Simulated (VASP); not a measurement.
# AlRu (Pm-3m) in VASP: further runs, part 2 of 2

VASP 6.6.1. The steps go on from the part before.

### Step 4. Single point, PBE

This run uses another cell than the first one, of 13.58 Å³/atom, 1.020 times its volume.

INCAR

```
ALGO     = Normal         # electronic algorithm
EDIFF    = 1E-6           # SCF threshold, eV
ENCUT    = 520            # plane-wave cutoff, eV
GGA      = PE             # functional
ISIF     = 2              # what is computed and relaxed
ISMEAR   = -1             # smearing method
LASPH    = True           # aspherical terms in the spheres
LCHARG   = False          # write CHGCAR
LREAL    = False          # projectors in reciprocal space
LWAVE    = False          # write WAVECAR
NBANDS   = 16             # bands
NELM     = 100            # most SCF steps
PREC     = Accurate       # precision mode
SIGMA    = 0.15           # smearing width, eV
```

KPOINTS

```
k-points
0
Gamma
  14 14 14
```

POSCAR

```
AlRu
1.0
    3.0061613449      0.0000000000      0.0000000000
    0.0000000000      3.0061613449      0.0000000000
    0.0000000000      0.0000000000      3.0061613449
Al Ru
1 1
Direct
    0.0000000000      0.0000000000      0.0000000000
    0.5000000000      0.5000000000      0.5000000000
```

Potentials or basis: VASP PAW PBE potentials, release 64 (Al, Ru_pv).

The run is started by

```bash
> cat potpaw_PBE.64/Al/POTCAR potpaw_PBE.64/Ru_pv/POTCAR > POTCAR
> mpirun -np 1 vasp_std > vasp.out
```

OUTCAR:

```text
EDIFF = 1E-6
   ENCUT = 520
   GGA = PE
   ISIF = 2
   ISMEAR = -1
   LASPH = True
   LREAL = False
   NELM = 100
   PREC = Accurate

 ion  position               nearest neighbor table
   1  0.000  0.000  0.000-   2 2.60   2 2.60   2 2.60   2 2.60   2 2.60   2 2.60   2 2.60   2 2.60

   2  0.500  0.500  0.500-   1 2.60   1 2.60   1 2.60   1 2.60   1 2.60   1 2.60   1 2.60   1 2.60

  LATTYP: Found a simple cubic cell.
 ALAT       =     3.0061613449

  Lattice vectors:

 A1 = (   3.0061613449,   0.0000000000,   0.0000000000)
 A2 = (   0.0000000000,   3.0061613449,   0.0000000000)
 A3 = (   0.0000000000,   0.0000000000,   3.0061613449)

Analysis of symmetry for initial positions (statically):
=====================================================================
 Subroutine PRICEL returns:
 Original cell was already a primitive cell.

 Routine SETGRP: Setting up the symmetry group for a
 simple cubic supercell.

 Subroutine GETGRP returns: Found 48 space group operations
 (whereof 48 operations were pure point group operations)
 out of a pool of 48 trial point group operations.

The static configuration has the point symmetry O_h .

Analysis of symmetry for dynamics (positions and initial velocities):
=====================================================================
 Subroutine PRICEL returns:
 Original cell was already a primitive cell.

 Routine SETGRP: Setting up the symmetry group for a
 simple cubic supercell.

 Subroutine GETGRP returns: Found 48 space group operations
 (whereof 48 operations were pure point group operations)
 out of a pool of 48 trial point group operations.

The dynamic configuration has the point symmetry O_h .

 Subroutine INISYM returns: Found 48 space group operations
 (whereof 48 operations are pure point group operations),
 and found     1 'primitive' translations

----------------------------------------------------------------------------------------

                                     Primitive cell

  volume of cell :      27.1667

  direct lattice vectors                    reciprocal lattice vectors
     3.006161345  0.000000000  0.000000000     0.332650143  0.000000000  0.000000000
     0.000000000  3.006161345  0.000000000     0.000000000  0.332650143  0.000000000
     0.000000000  0.000000000  3.006161345     0.000000000  0.000000000  0.332650143

  length of vectors
     3.006161345  3.006161345  3.006161345     0.332650143  0.332650143  0.332650143

  position of ions in fractional coordinates (direct lattice)
     0.000000000  0.000000000  0.000000000
     0.500000000  0.500000000  0.500000000

  ion indices of the primitive-cell ions
   primitive index   ion index
                 1           1
                 2           2

----------------------------------------------------------------------------------------

 KPOINTS: k-points

Automatic generation of k-mesh.
 Grid dimensions read from file:
 generate k-points for:   14   14   14

 Generating k-lattice:

  Cartesian coordinates                     Fractional coordinates (reciprocal lattice)
     0.023760724  0.000000000  0.000000000     0.071428571  0.000000000  0.000000000
     0.000000000  0.023760724  0.000000000     0.000000000  0.071428571  0.000000000
     0.000000000  0.000000000  0.023760724     0.000000000  0.000000000  0.071428571

  Length of vectors
     0.023760724  0.023760724  0.023760724

  Shift w.r.t. Gamma in fractional coordinates (k-lattice)
     0.000000000  0.000000000  0.000000000

 Subroutine IBZKPT returns following result:
 ===========================================

 Found    120 irreducible k-points:

 Following reciprocal coordinates:
            Coordinates               Weight
  0.000000  0.000000  0.000000      1.000000
  0.071429  0.000000  0.000000      6.000000
  0.142857  0.000000  0.000000      6.000000
  0.214286  0.000000  0.000000      6.000000
  0.285714  0.000000  0.000000      6.000000
  0.357143  0.000000  0.000000      6.000000
[... 16 lines left out ...]
  0.285714  0.214286  0.000000     24.000000
  0.357143  0.214286  0.000000     24.000000
 [... further k-points ...]
   k-points           NKPTS =    120   k-points in BZ     NKDIM =    120   number of bands    NBANDS=     16
   number of dos      NEDOS =    301   number of ions     NIONS =      2
   total plane-waves  NPLWV =  13824
   dimension x,y,z NGX =    24 NGY =   24 NGZ =   24
   dimension x,y,z NGXF=    48 NGYF=   48 NGZF=   48
   ions per type =               1   1
   NGX,Y,Z   is equivalent  to a cutoff of  13.27, 13.27, 13.27 a.u.
   NGXF,Y,Z  is equivalent  to a cutoff of  26.54, 26.54, 26.54 a.u.
 SYSTEM =  unknown system
   PREC   = accura    normal or accurate (medium, high low for compatibility)
   ISTART =      0    job   : 0-new  1-cont  2-samecut
   ICHARG =      2    charge: 1-file 2-atom 10-const
   ISPIN  =      1    spin polarized calculation?
   LNONCOLLINEAR =      F non collinear calculations
   LSORBIT =      F    spin-orbit coupling
   LASPH  =      T    aspherical Exc in radial PAW
   ENCUT  =  520.0 eV  38.22 Ry    6.18 a.u.   5.59  5.59  5.59*2*pi/ulx,y,z
   NELM   =    100;   NELMIN=  2; NELMDL= -5     # of ELM steps
   EDIFF  = 0.1E-05   stopping-criterion for ELM
   LREAL  =      F    real-space projection
   EDIFFG = 0.1E-04   stopping-criterion for IOM
   NSW    =      0    number of steps for IOM
   IBRION =     -1    ionic relax: 0-MD 1-quasi-New 2-CG
   NFREE  =      0    steps in history (QN), initial steepest desc. (CG)
   ISIF   =      2    stress and relaxation
   ISYM   =      2    0-nonsym 1-usesym 2-fastsym
   POTIM  = 0.5000    time-step for ionic-motion
   TEBEG  =    0.0;   TEEND  =   0.0 temperature during run
   PSTRESS=    0.0 pullay stress
   NELECT =      17.0000    total number of electrons
   NUPDOWN=      -1.0000    fix difference up-down
   EMIN   =  10.00;   EMAX   =-10.00  energy-range for DOS
   EFERMI =   0.00;   METHOD = LEGACY
   ISMEAR =    -1;   SIGMA  =   0.15  broadening in eV -4-tet -1-fermi 0-gaus
   EFERMI_NEDOS =   21; number of points for ismear=-14 and -15
   IALGO  =     38    algorithm
   IMIX   =      4    mixing-type and parameters
     AMIX     =   0.40;   BMIX     =  1.00
     AMIX_MAG =   1.60;   BMIX_MAG =  1.00
  volume/ion in A,a.u.               =      13.58        91.66
  Fermi-wavevector in a.u.,A,eV,Ry     =   1.400271  2.646129 26.677755  1.960760
  Thomas-Fermi vector in A             =   2.523248
   LORBIT       =      0    0 simple, 1 ext, 2 COOP (PROOUT), +10 PAW based schemes
   GGA     = PE    functional components
   LHFCALC =     F    Hartree Fock is set to
   AEXX    =    0.0000 exact exchange contribution
   IVDW    =     0    specifies the selected vdW correction
   LEPSILON=     F    determine dielectric tensor
   LRPA    =     F    only Hartree local field effects (RPA)
 non-spin polarized calculation
  energy-cutoff  :      520.00
  volume of cell :       27.17
 maximum number of plane-waves:       742
 NGX is ok and might be reduce to    24
   NGX = 11   NGY = 11   NGZ = 11

 number of electron      16.9999996 magnetization

 Free energy of the ion-electron system (eV)
  ---------------------------------------------------
  ext. energy  EPLUGINS =         0.00000000
  ---------------------------------------------------
  free energy    TOTEN  =       -14.31645316 eV

  energy without entropy =      -14.19938087  energy(sigma->0) =      -14.25791701

 E-fermi :  10.5487     XC(G=0): -12.4917

 val. band max:       10.5440813492   @ k =   0.0714   0.0714   0.0000
 cond. band min:      10.5628532279   @ k =   0.4286   0.4286   0.1429
 fundamental gap:      0.0187718788
 Fermi energy:        10.5487187018

 k-point     1 :       0.0000    0.0000    0.0000
  band No.  band energies     occupation
      1     -31.2476      2.00000
      2     -31.2476      2.00000
      3     -31.2476      2.00000
      4       0.9229      2.00000
      5       7.0270      2.00000
      6       7.0271      2.00000
[... 8 lines left out ...]
     15      22.6424      0.00000
     16      25.3450      0.00000

 k-point     2 :       0.0714    0.0000    0.0000
  band No.  band energies     occupation
      1     -31.2575      2.00000
      2     -31.2468      2.00000
      3     -31.2468      2.00000
      4       1.0198      2.00000
      5       7.0598      2.00000
      6       7.0609      2.00000
[... 8 lines left out ...]
     15      22.6427      0.00000
     16      25.6543      0.00000
[... 387 lines left out ...]
      5       7.0923      2.00000
      6       7.8292      2.00000
[... 8 lines left out ...]
     15      23.9993      0.00000
     16      25.6955      0.00000

 k-point    24 :       0.3571    0.2143    0.0000
  band No.  band energies     occupation
      1     -31.3994      2.00000
      2     -31.3088      2.00000
      3     -31.2273      2.00000
      4       3.7440      2.00000
      5       6.6479      2.00000
      6       8.0202      2.00000
[... 8 lines left out ...]
     15      22.9139      0.00000
     16      24.7471      0.00000

 [... further k-points ...]
[... 5 lines left out ...]
  --------------------------------------------------------------------------------------
  -------------------------------------------------------------------------------------
  Total       -0.0062387     -0.0062387     -0.0062387      0.0000000      0.0000000     -0.0000000
  in kB       -0.3679295     -0.3679295     -0.3679295      0.0000000      0.0000000     -0.0000000
  external PRESSURE =      -0.3679295 kB  Pullay stress =       0.0000000 kB

 VOLUME and BASIS-vectors are now :
 -----------------------------------------------------------------------------
  energy-cutoff  :      520.00
  volume of cell :       27.17
      direct lattice vectors                 reciprocal lattice vectors
     3.006161345  0.000000000  0.000000000     0.332650143  0.000000000  0.000000000
     0.000000000  3.006161345  0.000000000     0.000000000  0.332650143  0.000000000
     0.000000000  0.000000000  3.006161345     0.000000000  0.000000000  0.332650143

 POSITION                                       TOTAL-FORCE (eV/Angst)
 -----------------------------------------------------------------------------------
      0.00000      0.00000      0.00000         0.000000      0.000000      0.000000
      1.50308      1.50308      1.50308         0.000000      0.000000      0.000000
 -----------------------------------------------------------------------------------
    total drift:                                0.000000     -0.000000     -0.000000

  FREE ENERGIE OF THE ION-ELECTRON SYSTEM (eV)
  ---------------------------------------------------
  free  energy   TOTEN  =       -14.3164531553 eV

  energy  without entropy=      -14.1993808658  energy(sigma->0) =      -14.25791701
```

Wall time 11 s (1 thread of Intel Xeon 6975P-C (Granite Rapids), shared host); peak memory 0.17 GiB.

What came out:

```yaml
Free_energy: -14.3165 eV
Pressure: 0.0 GPa
```

### Step 5. Single point, PBE (volume scaled by 1.02)

INCAR

```
  PREC = Accurate
  ENCUT = 520
  EDIFF = 1E-6
  ISMEAR = -1
  SIGMA = 0.15
  LREAL = False
  LASPH = True
  NELM = 100
  ALGO = Normal
  ISIF = 2
  LWAVE = False
  LCHARG = False
  GGA = PE
  NBANDS = 16
```

KPOINTS

```
regular mesh
0
Gamma
  14 14 14
```

POSCAR

```
AlRu
1.0
    3.0260702783      0.0000000000      0.0000000000
    0.0000000000      3.0260702783      0.0000000000
    0.0000000000      0.0000000000      3.0260702783
Al Ru
1 1
Direct
    0.0000000000      0.0000000000      0.0000000000
    0.5000000000      0.5000000000      0.5000000000
```

The run is started by

```bash
> cat potpaw_PBE.64/Al/POTCAR potpaw_PBE.64/Ru_pv/POTCAR > POTCAR
> mpirun -np 1 vasp_std > vasp.out
```

Wall time 11 s (1 thread of Intel Xeon 6975P-C (Granite Rapids), shared host); peak memory 0.17 GiB.

Results (log left out):

* Free energy: -14.3099 eV
* Pressure: -3.9 GPa

Levels at points of the mesh, in eV from the Fermi level:
| k point | band 5 | band 6 | band 7 | band 8 | band 9 | band 10 | band 11 | band 12 | band 13 | band 14 |
| --- | --- | --- | --- | --- | --- | --- | --- | --- | --- | --- |
| (0.00, 0.00, 0.00) | -3.42 | -3.42 | 0.13 | 0.13 | 0.13 | 5.88 | 5.88 | 5.88 | 10.74 | 10.74 |
| (0.50, 0.00, 0.00) | -5.46 | -2.66 | -1.57 | -1.57 | 0.37 | 2.13 | 7.42 | 10.82 | 10.82 | 12.10 |
| (0.50, 0.50, 0.00) | -2.96 | -1.38 | -1.38 | -1.14 | -1.14 | 1.42 | 5.05 | 5.85 | 10.28 | 12.10 |
| (0.50, 0.50, 0.50) | -4.48 | -4.48 | 1.50 | 1.50 | 2.33 | 4.02 | 4.02 | 4.02 | 8.18 | 8.18 |

Caveat: the cell differs from its parent crystal (volume scaled by 1.02).

### Step 6. Relaxation of cell and atoms, PBE, target pressure 15 GPa, at which the enthalpy is minimised

This run uses another cell than the first one, of 13.09 Å³/atom, 0.984 times its volume.

INCAR

```
SYSTEM = AlRu
ALGO = Normal
EDIFF = 1E-7
EDIFFG = -0.001
ENCUT = 600
GGA = PE
IBRION = 2
ISIF = 3
ISMEAR = -1
LASPH = .True.
LCHARG = .False.
LREAL = .False.
LWAVE = .False.
NELM = 60
NSW = 80
PREC = Accurate
PSTRESS = 150.0
SIGMA = 0.15
```

KPOINTS

```
k-points
0
Gamma
  14 14 14
  0 0 0
```

POSCAR

```
AlRu
1.0
    2.9696942684      0.0000000000      0.0000000000
    0.0000000000      2.9696942684      0.0000000000
    0.0000000000      0.0000000000      2.9696942684
Al Ru
1 1
Direct
    0.0000000000      0.0000000000      0.0000000000
    0.5000000000      0.5000000000      0.5000000000
```

Potentials or basis: VASP PAW PBE potentials, release 64 (Al, Ru_pv).

The run is started by

```bash
> cat potpaw_PBE.64/Al/POTCAR potpaw_PBE.64/Ru_pv/POTCAR > POTCAR
> mpirun -np 1 vasp_std > vasp.out
```

It took 35 s on 1 thread of Intel Xeon 6975P-C (Granite Rapids), shared host; peak memory 0.18 GiB.

The run converged. Its results:

```
Free energy                                            : -14.2413 eV
Relaxed volume                                         : 12.73 Å³/atom
Relaxed cell                                           : a = 2.942 Å, b = 2.942 Å, c = 2.942 Å, α = 90.00°, β = 90.00°, γ = 90.00°
Space group after relaxing (to 0.05 Å)                 : Pm-3m (No. 221)
Energy change on relaxing (the enthalpy is what falls) : +25.7 meV/atom
Ionic steps                                            : 6
Pressure after relaxing                                : 15.0 GPa
```

The path:
| step | energy change (eV) | largest force (eV/Å) | pressure (GPa) | volume (Å³) |
| --- | --- | --- | --- | --- |
| 1 | 0.0000 | 0.0000 | 7.95 | 26.19 |
| 2 | 0.2527 | 0.0000 | 31.91 | 24.07 |
| 3 | 0.0503 | 0.0000 | 14.87 | 25.48 |
| 4 | 0.0516 | 0.0000 | 15.02 | 25.46 |
| 5 | 0.0511 | 0.0000 | 14.95 | 25.47 |
| 6 | 0.0514 | 0.0000 | 15.00 | 25.47 |

Final structure:
```
Al Ru
1.0
     2.94207    0.00000    0.00000
     0.00000    2.94207    0.00000
     0.00000    0.00000    2.94207
Al Ru
1 1
Direct
  0.00000 0.00000 0.00000
  0.50000 0.50000 0.50000
```

Levels at points of the mesh, in eV from the Fermi level:
```tsv
k point	band 5	band 6	band 7	band 8	band 9	band 10	band 11	band 12
(0.00, 0.00, 0.00)	-3.88	-3.88	0.16	0.16	0.16	6.30	6.30	6.30
(0.50, 0.00, 0.00)	-5.61	-3.02	-1.74	-1.74	0.44	2.45	7.38	11.26
(0.50, 0.50, 0.00)	-3.30	-1.43	-1.43	-1.30	-1.30	1.63	5.63	6.73
(0.50, 0.50, 0.50)	-4.96	-4.96	1.74	1.74	2.85	4.23	4.23	4.23
```

Caveat: the cell is relaxed towards a set pressure, so the enthalpy falls and the energy may rise.

### Step 7. Overview

| task | cell | cutoff (eV) | gap on the mesh (eV) | pressure (GPa) |
| --- | --- | --- | --- | --- |
| single point | a = 2.986 Å, 2 atoms | 520 | none | 4.3 |
| single point | a = 2.992 Å, 2 atoms | 520 | none | 3.0 |
| single point | a = 3.006 Å, 2 atoms | 520 | none | 0.0 |
| single point | a = 3.026 Å, 2 atoms | 520 | none | -3.9 |
| relaxation of cell and atoms | relaxed to 15 GPa from a = 2.970 Å, 2 atoms | 600 | none | 15.0 |

Alike in all rows: level PBE; potentials or basis VASP PAW PBE potentials, release 64 (Al, Ru_pv); no spin polarisation; k mesh 14 × 14 × 14; smearing fermi-dirac 0.15 eV.

Caveats: the cell is relaxed towards a set pressure, so the enthalpy falls and the energy may rise (some runs).

Absolute energies hang on the potentials; compare differences alone.
